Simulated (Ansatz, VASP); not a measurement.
One calculation of AlP2, two programs

```
Al P
1.0
     3.44667    0.00000    0.00000
    -1.72334    2.98490    0.00000
     0.00000    0.00000    9.44146
Al P
2 4
Direct
  0.33333 0.66667 0.37631
  0.66667 0.33333 0.87631
  0.33333 0.66667 0.04356
  0.66667 0.33333 0.54356
  0.00000 0.00000 0.20513
  0.00000 0.00000 0.70513
```

Alike in both runs: task relaxation of cell and atoms; functional PBE; k mesh 12 × 12 × 4; occupations gaussian, width 0.1 eV; no spin polarisation.

|  | VASP | Ansatz |
| --- | --- | --- |
| version | VASP 6.6.1 | Ansatz 0.2.0 |
| potentials or method | VASP PAW PBE potentials, release 64 (Al, P), cutoff 600 eV | scalar-relativistic, plane waves, PAW |
| valence electrons in the cell | 26 | 26 |

Ansatz gave:

```
gap on the k mesh at the Fermi level, each at its own relaxed structure (eV) : none
relaxed volume (Å³/atom)                                                     : 16.02
relaxed cell length with the largest relative difference (Å)                 : 3.396
```

Problem. Which values does VASP return?

Solution. gap on the k mesh at the Fermi level, each at its own relaxed structure (eV): none; relaxed volume (Å³/atom): 16.00; relaxed cell length with the largest relative difference (Å): 3.393.

A gap of «none» marks a metal or a gap that the smearing closes.
